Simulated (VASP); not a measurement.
# InSe in VASP: further runs, part 3 of 3

VASP 6.6.1.

### 4 Single point, PBE+D3(BJ)

This run uses another cell than the first one.

The input, INCAR:

```
PREC = Accurate ; ENCUT = 520
EDIFF = 1E-6 ; ISMEAR = 0
SIGMA = 0.02 ; LREAL = False
LASPH = True ; NELM = 80
ALGO = Normal ; ISIF = 2
LWAVE = False ; LCHARG = False
LDIPOL = True ; IDIPOL = 3
DIPOL = 0.5 0.5 0.500 ; GGA = PE
IVDW = 12 ; NBANDS = 27
```

The input, KPOINTS:

```
regular mesh
0
Gamma
  9 9 1
```

The input, POSCAR:

```
InSe
1.0
    4.1610000000      0.0000000000      0.0000000000
   -2.0805000000      3.6035317051      0.0000000000
    0.0000000000      0.0000000000     36.7211901288
Se In
2 2
Direct
    0.0000000000      0.0000000000      0.4266497246
    0.0000000000      0.0000000000      0.5733225307
    0.6666666667      0.3333333333      0.4619327665
    0.6666666667      0.3333333333      0.5380395423
```

Potentials or basis: VASP PAW PBE potentials, release 64 (Se, In_d).

The run is started by

```
cat potpaw_PBE.64/Se/POTCAR potpaw_PBE.64/In_d/POTCAR > POTCAR
mpirun -np 1 vasp_std > vasp.out
```

OUTCAR:

```text
PREC = Accurate
   ENCUT = 520
   EDIFF = 1E-6
   ISMEAR = 0
   LREAL = False
   LASPH = True
   NELM = 80
   ISIF = 2
   GGA = PE
   IVDW = 12
 IVDW          = 12

 ion  position               nearest neighbor table
   1  0.000  0.000  0.427-   3 2.73   3 2.73   3 2.73
   2  0.000  0.000  0.573-   4 2.73   4 2.73   4 2.73
   3  0.667  0.333  0.462-   1 2.73   1 2.73   1 2.73   4 2.79
   4  0.667  0.333  0.538-   2 2.73   2 2.73   2 2.73   3 2.79

  LATTYP: Found a hexagonal cell.
 ALAT       =     4.1610000000
 C/A-ratio  =     8.8250877503

  Lattice vectors:

 A1 = (   4.1610000000,   0.0000000000,   0.0000000000)
 A2 = (  -2.0805000000,   3.6035317051,   0.0000000000)
 A3 = (   0.0000000000,   0.0000000000,  36.7211901288)

Analysis of symmetry for initial positions (statically):
=====================================================================
 Subroutine PRICEL returns:
 Original cell was already a primitive cell.

 Routine SETGRP: Setting up the symmetry group for a
 hexagonal supercell.

 Subroutine GETGRP returns: Found 12 space group operations
 (whereof  6 operations were pure point group operations)
 out of a pool of 24 trial point group operations.

The static configuration has the point symmetry C_3v.
 The point group associated with its full space group is D_3h.

Analysis of symmetry for dynamics (positions and initial velocities):
=====================================================================
 Subroutine PRICEL returns:
 Original cell was already a primitive cell.

 Routine SETGRP: Setting up the symmetry group for a
 hexagonal supercell.

 Subroutine GETGRP returns: Found 12 space group operations
 (whereof  6 operations were pure point group operations)
 out of a pool of 24 trial point group operations.

The dynamic configuration has the point symmetry C_3v.
 The point group associated with its full space group is D_3h.

 Subroutine INISYM returns: Found 12 space group operations
 (whereof  6 operations are pure point group operations),
 and found     1 'primitive' translations

----------------------------------------------------------------------------------------

                                     Primitive cell

  volume of cell :     550.6084

  direct lattice vectors                    reciprocal lattice vectors
     4.161000000  0.000000000  0.000000000     0.240326845  0.138752768  0.000000000
    -2.080500000  3.603531705  0.000000000     0.000000000  0.277505537  0.000000000
     0.000000000  0.000000000 36.721190129     0.000000000  0.000000000  0.027232233

  length of vectors
     4.161000000  4.161000000 36.721190129     0.277505537  0.277505537  0.027232233

  position of ions in fractional coordinates (direct lattice)
     0.000000000  0.000000000  0.426649725
     0.000000000  0.000000000  0.573322531
     0.666666667  0.333333333  0.461932766
     0.666666667  0.333333333  0.538039542

  ion indices of the primitive-cell ions
   primitive index   ion index
                 1           1
                 2           2
                 3           3
                 4           4

----------------------------------------------------------------------------------------

 KPOINTS: regular mesh

Automatic generation of k-mesh.
 Grid dimensions read from file:
 generate k-points for:    9    9    1

 Generating k-lattice:

[... 30 lines left out ...]
   k-points           NKPTS =     12   k-points in BZ     NKDIM =     12   number of bands    NBANDS=     27
   number of dos      NEDOS =    301   number of ions     NIONS =      4
   total plane-waves  NPLWV = 286720
   dimension x,y,z NGX =    32 NGY =   32 NGZ =  280
   dimension x,y,z NGXF=    64 NGYF=   64 NGZF=  560
   ions per type =               2   2
   NGX,Y,Z   is equivalent  to a cutoff of  12.79, 12.79, 12.68 a.u.
   NGXF,Y,Z  is equivalent  to a cutoff of  25.57, 25.57, 25.35 a.u.
 SYSTEM =  unknown system
   PREC   = accura    normal or accurate (medium, high low for compatibility)
   ISTART =      0    job   : 0-new  1-cont  2-samecut
   ICHARG =      2    charge: 1-file 2-atom 10-const
   ISPIN  =      1    spin polarized calculation?
   LNONCOLLINEAR =      F non collinear calculations
   LSORBIT =      F    spin-orbit coupling
   LASPH  =      T    aspherical Exc in radial PAW
   ENCUT  =  520.0 eV  38.22 Ry    6.18 a.u.   7.74  7.74 68.28*2*pi/ulx,y,z
   NELM   =     80;   NELMIN=  2; NELMDL= -5     # of ELM steps
   EDIFF  = 0.1E-05   stopping-criterion for ELM
   LREAL  =      F    real-space projection
   EDIFFG = 0.1E-04   stopping-criterion for IOM
   NSW    =      0    number of steps for IOM
   IBRION =     -1    ionic relax: 0-MD 1-quasi-New 2-CG
   NFREE  =      0    steps in history (QN), initial steepest desc. (CG)
   ISIF   =      2    stress and relaxation
   ISYM   =      2    0-nonsym 1-usesym 2-fastsym
   POTIM  = 0.5000    time-step for ionic-motion
   TEBEG  =    0.0;   TEEND  =   0.0 temperature during run
   PSTRESS=    0.0 pullay stress
   NELECT =      38.0000    total number of electrons
   NUPDOWN=      -1.0000    fix difference up-down
   EMIN   =  10.00;   EMAX   =-10.00  energy-range for DOS
   EFERMI =   0.00;   METHOD = LEGACY
   ISMEAR =     0;   SIGMA  =   0.02  broadening in eV -4-tet -1-fermi 0-gaus
   EFERMI_NEDOS =   21; number of points for ismear=-14 and -15
   IALGO  =     38    algorithm
   IMIX   =      4    mixing-type and parameters
     AMIX     =   0.40;   BMIX     =  1.00
     AMIX_MAG =   1.60;   BMIX_MAG =  1.00
  volume/ion in A,a.u.               =     137.65       928.92
  Fermi-wavevector in a.u.,A,eV,Ry     =   0.671514  1.268978  6.135290  0.450931
  Thomas-Fermi vector in A             =   1.747356
   LORBIT       =      0    0 simple, 1 ext, 2 COOP (PROOUT), +10 PAW based schemes
   GGA     = PE    functional components
   LHFCALC =     F    Hartree Fock is set to
   AEXX    =    0.0000 exact exchange contribution
   IVDW    =    12    specifies the selected vdW correction
   LEPSILON=     F    determine dielectric tensor
   LRPA    =     F    only Hartree local field effects (RPA)
 non-spin polarized calculation
 Gauss-broadening in eV      SIGMA  =   0.02
  energy-cutoff  :      520.00
  volume of cell :      550.61
 maximum number of plane-waves:     14869
 NGX is ok and might be reduce to    32
   NGX = 15   NGY = 15   NGZ =137

 dipolmoment           0.000000      0.000000      0.000000 electrons x Angstroem

 number of electron      37.9999993 magnetization

 dipolmoment           0.000000      0.000000     -0.000012 electrons x Angstroem

 Free energy of the ion-electron system (eV)
  ---------------------------------------------------
  ext. energy  EPLUGINS =         0.00000000
  ---------------------------------------------------
  free energy    TOTEN  =       -14.17597990 eV

  energy without entropy =      -14.17597990  energy(sigma->0) =      -14.17597990

 E-fermi :  -3.8378     XC(G=0):  -2.2552

 val. band max:       -3.9819265616   @ k =   0.1111  -0.0000   0.0000
 cond. band min:      -2.7273107730   @ k =   0.0000   0.0000   0.0000
 fundamental gap:      1.2546157886
 Fermi energy:        -3.8378097543

 k-point     1 :       0.0000    0.0000    0.0000
  band No.  band energies     occupation
      1     -18.0657      2.00000
      2     -17.8738      2.00000
      3     -17.8738      2.00000
      4     -17.7914      2.00000
      5     -17.7914      2.00000
      6     -17.7816      2.00000
[... 349 lines left out ...]
     26       3.2913      0.00000
     27       3.9017      0.00000

------------------------ aborting loop because EDIFF is reached ----------------------------------------

 vacuum level on the upper side and lower side of the slab       (xc-potential included)        -0.006        -0.006

 Edisp (eV)   -0.82394

 E8    (eV) :    -0.3973

  FORCE on cell =-STRESS in cart. coord.  units (eV):
  Direction    XX          YY          ZZ          XY          YZ          ZX
  --------------------------------------------------------------------------------------
  -------------------------------------------------------------------------------------
  Total      -2.69828    -2.69828    -0.98792     0.00000     0.00000     0.00000
  in kB      -7.85154    -7.85154    -2.87467     0.00000     0.00000     0.00000
  external pressure =       -6.19 kB  Pullay stress =        0.00 kB

 VOLUME and BASIS-vectors are now :
 -----------------------------------------------------------------------------
  energy-cutoff  :      520.00
  volume of cell :      550.61
      direct lattice vectors                 reciprocal lattice vectors
     4.161000000  0.000000000  0.000000000     0.240326845  0.138752768  0.000000000
    -2.080500000  3.603531705  0.000000000     0.000000000  0.277505537  0.000000000
     0.000000000  0.000000000 36.721190129     0.000000000  0.000000000  0.027232233

 POSITION                                       TOTAL-FORCE (eV/Angst)
 -----------------------------------------------------------------------------------
      0.00000      0.00000     15.66709        -0.000000     -0.000000      0.405003
      0.00000      0.00000     21.05309        -0.000000     -0.000000     -0.405003
      2.08050      1.20118     16.96272         0.000000      0.000000     -0.436015
      2.08050      1.20118     19.75745         0.000000      0.000000      0.436015
 -----------------------------------------------------------------------------------
    total drift:                               -0.000001      0.000001     -0.001424

  FREE ENERGIE OF THE ION-ELECTRON SYSTEM (eV)
  ---------------------------------------------------
  free  energy   TOTEN  =       -14.9999243996 eV

  energy  without entropy=      -14.9999243996  energy(sigma->0) =      -14.99992440

 vacuum level on the upper side and lower side of the slab         1.995         1.995
```

It took 2.8 min on 1 thread of AMD EPYC 9R45 (Zen 5), shared host; peak memory 0.62 GiB.

What came out:

```
Free energy                : -14.9999 eV
Largest force              : 0.436 eV/Å
Band gap on the k mesh     : 1.25 eV (least direct gap 1.31 eV)
Dispersion energy per atom : -0.206 eV
```

Forces on the atoms (eV/Å):
```
Se   0.000  0.000  0.405
Se   0.000  0.000 -0.405
In   0.000  0.000 -0.436
In   0.000  0.000  0.436
```

Levels at points of the mesh, in eV from the valence-band top:
| k point | band 16 | band 17 | band 18 | band 19 | band 20 | band 21 | band 22 | band 23 |
| --- | --- | --- | --- | --- | --- | --- | --- | --- |
| (0.00, 0.00, 0.00) | -0.60 | -0.52 | -0.52 | -0.06 | 1.25 | 2.49 | 4.66 | 4.66 |

Caveat: spin-orbit coupling is left out, which moves the levels of the heavy elements.

### 5 Single point, PBE+D3(BJ)

This run uses another cell than the first one.

The input, INCAR:

```
PREC     = Accurate       # precision mode
ENCUT    = 520            # plane-wave cutoff, eV
EDIFF    = 1E-6           # SCF threshold, eV
ISMEAR   = 0              # smearing method
SIGMA    = 0.02           # smearing width, eV
LREAL    = F              # projectors in reciprocal space
LASPH    = T              # aspherical terms in the spheres
NELM     = 100            # most SCF steps
ALGO     = Normal         # electronic algorithm
ISIF     = 2              # what is computed and relaxed
LWAVE    = F              # write WAVECAR
LCHARG   = F              # write CHGCAR
LDIPOL   = T            
IDIPOL   = 3            
DIPOL    = 0.5 0.5 0.500
GGA      = PE             # functional
IVDW     = 12             # dispersion correction
NBANDS   = 27             # bands
```

The input, KPOINTS:

```
Automatic mesh
0
Gamma
  9 9 1
```

The input, POSCAR:

```
InSe
1.0
    4.1610000000      0.0000000000      0.0000000000
   -2.0805000000      3.6035317051      0.0000000000
    0.0000000000      0.0000000000     36.7211901288
Se In
2 2
Direct
    0.0000000000      0.0000000000      0.4234771694
    0.0000000000      0.0000000000      0.5764950858
    0.6666666667      0.3333333333      0.4602865666
    0.6666666667      0.3333333333      0.5396857446
```

The run is started by

```
cat potpaw_PBE.64/Se/POTCAR potpaw_PBE.64/In_d/POTCAR > POTCAR
mpirun -np 1 vasp_std > vasp.out
```

It took 2.9 min on 1 thread of AMD EPYC 9R45 (Zen 5), shared host; peak memory 0.61 GiB.

Results (log left out):

| Item | Value |
| --- | --- |
| Free energy | -14.9078 eV |
| Largest force | 0.719 eV/Å |
| Band gap on the k mesh | 1.32 eV (least direct gap 1.37 eV) |
| Dispersion energy per atom | -0.200 eV |

Forces in eV/Å, atoms in the order of the input:
```
Se   0.000  0.000  0.719
Se   0.000  0.000 -0.719
In   0.000  0.000 -0.249
In   0.000  0.000  0.249
```

Levels at points of the mesh, in eV from the valence-band top:
```
           k point  band 16  band 17  band 18  band 19  band 20  band 21  band 22  band 23
(0.00, 0.00, 0.00)    -0.41    -0.35    -0.35    -0.05     1.32     2.60     4.88     4.88
```

Caveat: spin-orbit coupling is left out, which moves the levels of the heavy elements.

### 6 Single point, PBE+D3(BJ)

This run uses another cell than the first one.

The input, INCAR:

```
SYSTEM = InSe
PREC = Accurate
ENCUT = 520
EDIFF = 1E-7
ISMEAR = 0
SIGMA = 0.02
LREAL = .FALSE.
LASPH = .TRUE.
NELM = 60
ALGO = Normal
ISIF = 2
LWAVE = .FALSE.
LCHARG = .TRUE.
LDIPOL = .TRUE.
IDIPOL = 3
DIPOL = 0.5 0.5 0.500
GGA = PE
IVDW = 12
LELF = .TRUE.
LVHAR = .TRUE.
LVACPOTAV = .TRUE.
NBANDS = 27
```

The input, KPOINTS:

```
Automatic mesh
0
G
  9 9 1
  0 0 0
```

The input, POSCAR:

```
InSe
1.0
    4.2280000000      0.0000000000      0.0000000000
   -2.1140000000      3.6615554072      0.0000000000
    0.0000000000      0.0000000000     36.7211901288
Se In
2 2
Direct
    0.0000000000      0.0000000000      0.4314289814
    0.0000000000      0.0000000000      0.5685432738
    0.6666666667      0.3333333333      0.4644126644
    0.6666666667      0.3333333333      0.5355596410
```

Potentials or basis: VASP PAW PBE potentials, release 64 (Se, In_d).

The run is started by

```
cat potpaw_PBE.64/Se/POTCAR potpaw_PBE.64/In_d/POTCAR > POTCAR
mpirun -np 1 vasp_std > vasp.out
```

Wall time 3.7 min (1 thread of AMD EPYC 9R45 (Zen 5), shared host); peak memory 0.64 GiB.

Results (log left out):

```
Free energy                            : -14.8389 eV
Largest force                          : 1.443 eV/Å
Band gap on the k mesh                 : 0.96 eV (least direct gap 1.05 eV)
Dispersion energy per atom             : -0.207 eV
Ionisation potential of the upper face : 5.86 eV
```

Forces on the atoms (eV/Å):
```
Se   0.000  0.000  0.101
Se   0.000  0.000 -0.101
In   0.000  0.000 -1.443
In   0.000  0.000  1.443
```

Levels at points of the mesh, in eV from the valence-band top:
```
           k point  band 16  band 17  band 18  band 19  band 20  band 21  band 22  band 23
(0.00, 0.00, 0.00)    -0.93    -0.81    -0.81    -0.09     0.96     2.27     4.14     4.14
```

Caveat: spin-orbit coupling is left out, which moves the levels of the heavy elements.

### 7 Overview

| cell | gap on the mesh (eV) | largest force (eV/Å) |
| --- | --- | --- |
| a = 3.960, b = 3.960, c = 36.721 Å, angles 90.0, 90.0, 120.0°, 4 atoms, atomic positions A | 1.82 | 0.29 |
| a = 4.161, b = 4.161, c = 36.721 Å, angles 90.0, 90.0, 120.0°, 4 atoms, atomic positions B | 1.16 | 0.88 |
| a = 4.161, b = 4.161, c = 36.721 Å, angles 90.0, 90.0, 120.0°, 4 atoms, atomic positions A | 1.25 | 0.44 |
| a = 4.161, b = 4.161, c = 36.721 Å, angles 90.0, 90.0, 120.0°, 4 atoms, atomic positions C | 1.32 | 0.72 |
| a = 4.228, b = 4.228, c = 36.721 Å, angles 90.0, 90.0, 120.0°, 4 atoms, atomic positions D | 0.96 | 1.44 |

Alike in all rows: task single point; level PBE+D3(BJ); potentials or basis VASP PAW PBE potentials, release 64 (Se, In_d); no spin polarisation; k mesh 9 × 9 × 1; cutoff (eV) 520; smearing gaussian 0.02 eV.

Caveats: spin-orbit coupling is left out, which moves the levels of the heavy elements.

Absolute energies hang on the potentials; compare differences alone.
